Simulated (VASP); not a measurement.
# Ga3Se (Pm-3m) in VASP: relaxation of cell and atoms with r2SCAN+rVV10

Aim: the relaxation of cell and atoms of Ga3Se with r2SCAN+rVV10.

Everything below comes from runs of VASP 6.6.1. Logs are shortened: lines on timing, memory, paths and dates and some standing lists are left out, and cuts for length are marked.

**1. The cell of the first run**

The structure is cubic, space group Pm-3m (No. 221). The conventional cell has a = 4.432 Å, b = 4.432 Å, c = 4.432 Å, α = 90.00°, β = 90.00°, γ = 90.00°. Ga (site symmetry 4/mmm) has 8 Ga at 3.13 Å and 4 Se at 3.13 Å within 4.1 Å. Se (site symmetry m-3m) has 12 Ga at 3.13 Å within 4.1 Å.

**2. Relaxation of cell and atoms, r2SCAN+rVV10**

Input file POSCAR:

```
Ga3Se
1.0
    4.4324650000      0.0000000000      0.0000000000
    0.0000000000      4.4324650000      0.0000000000
    0.0000000000      0.0000000000      4.4324650000
Ga Se
3 1
Direct
    0.0000000000      0.5000000000      0.5000000000
    0.5000000000      0.0000000000      0.5000000000
    0.5000000000      0.5000000000      0.0000000000
    0.0000000000      0.0000000000      0.0000000000
```

Input file INCAR.step1:

```
SYSTEM = Ga3Se
ALGO = Normal
EDIFF = 1E-4
ENCUT = 600
GGA = PE
ISMEAR = 0
LASPH = .TRUE.
LCHARG = .FALSE.
LREAL = .FALSE.
LWAVE = .TRUE.
NELM = 80
PREC = Accurate
SIGMA = 0.1
```

Input file INCAR.step2:

```
SYSTEM = Ga3Se
ALGO = Normal
BPARAM = 11.95
CPARAM = 0.0093
EDIFF = 1E-6
EDIFFG = -0.01
ENCUT = 600
IBRION = 2
ISIF = 3
ISMEAR = 0
ISTART = 1
IVDW_NL = 2
LASPH = .TRUE.
LCHARG = .FALSE.
LMIXTAU = .TRUE.
LREAL = .FALSE.
LUSE_VDW = .TRUE.
LWAVE = .FALSE.
METAGGA = R2SCAN
NELM = 80
NSW = 80
PREC = Accurate
SIGMA = 0.1
```

Input file KPOINTS:

```
k-points
0
G
  10 10 10
  0 0 0
```

Potentials or basis: VASP PAW PBE potentials, release 64 (Ga_d, Se).

On the command line:

```sh
$ cat potpaw_PBE.64/Ga_d/POTCAR potpaw_PBE.64/Se/POTCAR > POTCAR
$ cp INCAR.step1 INCAR
$ mpirun -np 1 vasp_std > vasp.out
$ cp INCAR.step2 INCAR
$ mpirun -np 1 vasp_std > vasp.out
```

OUTCAR:

```text
SYSTEM = Ga3Se
   BPARAM = 11.95
   EDIFF = 1E-6
   EDIFFG = -0.01
   ENCUT = 600
   IBRION = 2
   ISIF = 3
   ISMEAR = 0
   ISTART = 1
   IVDW_NL = 2
   LASPH = .TRUE.
   LREAL = .FALSE.
   METAGGA = R2SCAN
   NELM = 80
   NSW = 80
   PREC = Accurate

 ion  position               nearest neighbor table
   1  0.000  0.500  0.500-
   2  0.500  0.000  0.500-
   3  0.500  0.500  0.000-
   4  0.000  0.000  0.000-

  LATTYP: Found a simple cubic cell.
 ALAT       =     4.4324650000

  Lattice vectors:

 A1 = (   4.4324650000,   0.0000000000,   0.0000000000)
 A2 = (   0.0000000000,   4.4324650000,   0.0000000000)
 A3 = (   0.0000000000,   0.0000000000,   4.4324650000)

Analysis of symmetry for initial positions (statically):
=====================================================================
 Subroutine PRICEL returns:
 Original cell was already a primitive cell.

 Routine SETGRP: Setting up the symmetry group for a
 simple cubic supercell.

 Subroutine GETGRP returns: Found 48 space group operations
 (whereof 48 operations were pure point group operations)
 out of a pool of 48 trial point group operations.

The static configuration has the point symmetry O_h .

Analysis of symmetry for dynamics (positions and initial velocities):
=====================================================================
 Subroutine PRICEL returns:
 Original cell was already a primitive cell.

 Routine SETGRP: Setting up the symmetry group for a
 simple cubic supercell.

 Subroutine GETGRP returns: Found 48 space group operations
 (whereof 48 operations were pure point group operations)
 out of a pool of 48 trial point group operations.

The dynamic configuration has the point symmetry O_h .

 Subroutine INISYM returns: Found 48 space group operations
 (whereof 48 operations are pure point group operations),
 and found     1 'primitive' translations

----------------------------------------------------------------------------------------

                                     Primitive cell

  volume of cell :      87.0835

  direct lattice vectors                    reciprocal lattice vectors
     4.432465000  0.000000000  0.000000000     0.225608098  0.000000000  0.000000000
     0.000000000  4.432465000  0.000000000     0.000000000  0.225608098  0.000000000
     0.000000000  0.000000000  4.432465000     0.000000000  0.000000000  0.225608098

  length of vectors
     4.432465000  4.432465000  4.432465000     0.225608098  0.225608098  0.225608098

  position of ions in fractional coordinates (direct lattice)
     0.000000000  0.500000000  0.500000000
     0.500000000  0.000000000  0.500000000
     0.500000000  0.500000000  0.000000000
     0.000000000  0.000000000  0.000000000

  ion indices of the primitive-cell ions
   primitive index   ion index
                 1           1
                 2           2
                 3           3
                 4           4

----------------------------------------------------------------------------------------

 KPOINTS: k-points

Automatic generation of k-mesh.
 Grid dimensions read from file:
 generate k-points for:   10   10   10

 Generating k-lattice:

  Cartesian coordinates                     Fractional coordinates (reciprocal lattice)
     0.022560810  0.000000000  0.000000000     0.100000000  0.000000000  0.000000000
     0.000000000  0.022560810  0.000000000     0.000000000  0.100000000  0.000000000
     0.000000000  0.000000000  0.022560810     0.000000000  0.000000000  0.100000000

  Length of vectors
     0.022560810  0.022560810  0.022560810

  Shift w.r.t. Gamma in fractional coordinates (k-lattice)
     0.000000000  0.000000000  0.000000000

 Subroutine IBZKPT returns following result:
 ===========================================

 Found     56 irreducible k-points:

 Following reciprocal coordinates:
            Coordinates               Weight
  0.000000  0.000000  0.000000      1.000000
  0.100000  0.000000  0.000000      6.000000
  0.200000  0.000000  0.000000      6.000000
  0.300000  0.000000  0.000000      6.000000
  0.400000  0.000000  0.000000      6.000000
  0.500000  0.000000  0.000000      3.000000
[... 16 lines left out ...]
  0.200000  0.100000  0.100000     24.000000
  0.300000  0.100000  0.100000     24.000000
 [... further k-points ...]
   k-points           NKPTS =     56   k-points in BZ     NKDIM =     56   number of bands    NBANDS=     27
   number of dos      NEDOS =    301   number of ions     NIONS =      4
   total plane-waves  NPLWV =  46656
   dimension x,y,z NGX =    36 NGY =   36 NGZ =   36
   dimension x,y,z NGXF=    72 NGYF=   72 NGZF=   72
   ions per type =               3   1
   NGX,Y,Z   is equivalent  to a cutoff of  13.50, 13.50, 13.50 a.u.
   NGXF,Y,Z  is equivalent  to a cutoff of  27.00, 27.00, 27.00 a.u.
 SYSTEM =  Ga3Se
   PREC   = accura    normal or accurate (medium, high low for compatibility)
   ISTART =      1    job   : 0-new  1-cont  2-samecut
   ICHARG =      0    charge: 1-file 2-atom 10-const
   ISPIN  =      1    spin polarized calculation?
   LNONCOLLINEAR =      F non collinear calculations
   LSORBIT =      F    spin-orbit coupling
   LASPH  =      T    aspherical Exc in radial PAW
   ENCUT  =  600.0 eV  44.10 Ry    6.64 a.u.   8.85  8.85  8.85*2*pi/ulx,y,z
   NELM   =     80;   NELMIN=  2; NELMDL=  0     # of ELM steps
   EDIFF  = 0.1E-05   stopping-criterion for ELM
   LREAL  =      F    real-space projection
   EDIFFG = -.1E-01   stopping-criterion for IOM
   NSW    =     80    number of steps for IOM
   IBRION =      2    ionic relax: 0-MD 1-quasi-New 2-CG
   NFREE  =      1    steps in history (QN), initial steepest desc. (CG)
   ISIF   =      3    stress and relaxation
   ISYM   =      2    0-nonsym 1-usesym 2-fastsym
   POTIM  = 0.5000    time-step for ionic-motion
   TEBEG  =    0.0;   TEEND  =   0.0 temperature during run
   PSTRESS=    0.0 pullay stress
   NELECT =      45.0000    total number of electrons
   NUPDOWN=      -1.0000    fix difference up-down
   EMIN   =  10.00;   EMAX   =-10.00  energy-range for DOS
   EFERMI =   0.00;   METHOD = LEGACY
   ISMEAR =     0;   SIGMA  =   0.10  broadening in eV -4-tet -1-fermi 0-gaus
   EFERMI_NEDOS =   21; number of points for ismear=-14 and -15
   IALGO  =     38    algorithm
   IMIX   =      4    mixing-type and parameters
     AMIX     =   0.40;   BMIX     =  1.00
     AMIX_MAG =   1.60;   BMIX_MAG =  1.00
  volume/ion in A,a.u.               =      21.77       146.92
  Fermi-wavevector in a.u.,A,eV,Ry     =   1.313713  2.482557 23.481488  1.725841
  Thomas-Fermi vector in A             =   2.444016
   LORBIT       =      0    0 simple, 1 ext, 2 COOP (PROOUT), +10 PAW based schemes
   METAGGA = R2SCAN    functional components
   LHFCALC =     F    Hartree Fock is set to
   AEXX    =    0.0000 exact exchange contribution
   IVDW_NL    =     2    kernel type
   BPARAM     =11.9500
   IVDW    =     0    specifies the selected vdW correction
   LEPSILON=     F    determine dielectric tensor
   LRPA    =     F    only Hartree local field effects (RPA)
 conjugate gradient relaxation of ions
 non-spin polarized calculation
 Gauss-broadening in eV      SIGMA  =   0.10
  energy-cutoff  :      600.00
  volume of cell :       87.08
 maximum number of plane-waves:      2945
 NGX is ok and might be reduce to    36
   NGX = 17   NGY = 17   NGZ = 17

--------------------------------------- Ionic step        1  -------------------------------------------

 number of electron      44.9999944 magnetization

 Free energy of the ion-electron system (eV)
  ---------------------------------------------------
  ext. energy  EPLUGINS =         0.00000000
  ---------------------------------------------------
  free energy    TOTEN  =       -46.85931074 eV

  energy without entropy =      -46.84874030  energy(sigma->0) =      -46.85402552

------------------------ aborting loop because EDIFF is reached ----------------------------------------

  FORCE on cell =-STRESS in cart. coord.  units (eV):
  Direction    XX          YY          ZZ          XY          YZ          ZX
  --------------------------------------------------------------------------------------
  -------------------------------------------------------------------------------------
  Total       -1.4174643     -1.4174643     -1.4174643      0.0000000     -0.0000000      0.0000000
  in kB      -26.0787494    -26.0787494    -26.0787494      0.0000000     -0.0000000      0.0000000
  external PRESSURE =     -26.0787494 kB  Pullay stress =       0.0000000 kB
[... 61 lines left out ...]
  energy  without entropy=      -46.8977844357  energy(sigma->0) =      -46.90276747

--------------------------------------- Ionic step        3  -------------------------------------------

 number of electron      45.0000049 magnetization

 Free energy of the ion-electron system (eV)
  ---------------------------------------------------
  ext. energy  EPLUGINS =         0.00000000
  ---------------------------------------------------
  free energy    TOTEN  =       -46.91152497 eV

  energy without entropy =      -46.90180904  energy(sigma->0) =      -46.90666700

 E-fermi :   5.1538     XC(G=0): -11.5030

 val. band max:        5.1231618606   @ k =   0.2000   0.1000   0.1000
 cond. band min:       5.1739694909   @ k =   0.4000   0.3000   0.1000
 fundamental gap:      0.0508076303
 Fermi energy:         5.1538021001

 k-point     1 :       0.0000    0.0000    0.0000
  band No.  band energies     occupation
      1     -10.4987      2.00000
      2     -10.4466      2.00000
      3     -10.4466      2.00000
      4     -10.4466      2.00000
      5     -10.3891      2.00000
      6     -10.3891      2.00000
[... 709 lines left out ...]
     26       7.8356      0.00000
     27       8.3525      0.00000

 [... further k-points ...]

------------------------ aborting loop because EDIFF is reached ----------------------------------------

  FORCE on cell =-STRESS in cart. coord.  units (eV):
  Direction    XX          YY          ZZ          XY          YZ          ZX
  --------------------------------------------------------------------------------------
  -------------------------------------------------------------------------------------
  Total       -0.0106660     -0.0106660     -0.0106660      0.0000000      0.0000000     -0.0000000
  in kB       -0.2103645     -0.2103645     -0.2103645      0.0000000      0.0000000     -0.0000000
  external PRESSURE =      -0.2103645 kB  Pullay stress =       0.0000000 kB
[... 19 lines left out ...]
  FREE ENERGIE OF THE ION-ELECTRON SYSTEM (eV)
  ---------------------------------------------------
  free  energy   TOTEN  =       -46.9115249671 eV

  energy  without entropy=      -46.9018090411  energy(sigma->0) =      -46.90666700

 reached required accuracy - stopping structural energy minimisation
```

Run time: 28 min. Hardware: 1 thread of Oxide Virtual Turin-like, shared host; peak memory 0.47 GiB.

Results:

```
Free energy                           : -46.9115 eV
Relaxed volume                        : 20.31 Å³/atom
Relaxed cell                          : a = 4.331 Å, b = 4.331 Å, c = 4.331 Å, α = 90.00°, β = 90.00°, γ = 90.00°
Space group after relaxing (to 0.1 Å) : Pm-3m (No. 221)
Energy gained by relaxing             : 13.1 meV/atom
Ionic steps                           : 3
Pressure after relaxing               : 0.0 GPa
Band gap on the k mesh                : zero (an odd number of electrons rules out a gap without spin polarisation)
```

The path:
| step | energy change (eV) | largest force (eV/Å) | pressure (GPa) | volume (Å³) |
| --- | --- | --- | --- | --- |
| 1 | 0.0000 | 0.0000 | -2.61 | 87.08 |
| 2 | -0.0484 | 0.0000 | -0.81 | 82.69 |
| 3 | -0.0522 | 0.0000 | -0.02 | 81.23 |

Final structure:
```
CELL_PARAMETERS angstrom
4.33092 0.00000 0.00000
0.00000 4.33092 0.00000
0.00000 0.00000 4.33092
ATOMIC_POSITIONS crystal
Ga 0.00000 0.50000 0.50000
Ga 0.50000 0.00000 0.50000
Ga 0.50000 0.50000 0.00000
Se 0.00000 0.00000 0.00000
```

Levels at points of the mesh, in eV from the Fermi level:
```tsv
k point	band 19	band 20	band 21	band 22	band 23	band 24	band 25	band 26
(0.00, 0.00, 0.00)	-4.32	-4.32	-2.72	-2.72	1.70	1.70	1.70	4.83
(0.50, 0.00, 0.00)	-3.27	-3.27	-1.89	-1.22	-0.44	-0.44	1.25	4.62
(0.50, 0.50, 0.00)	-6.98	-2.56	-0.74	-0.61	-0.61	1.67	1.71	1.71
(0.50, 0.50, 0.50)	-5.54	-5.33	-5.33	-5.33	-4.04	4.50	4.50	4.50
```

Caveat: the PAW data sets were made with another functional, which shifts forces and pressure a little.

The gap in the log of VASP goes by the Fermi energy; the results here count the filled bands.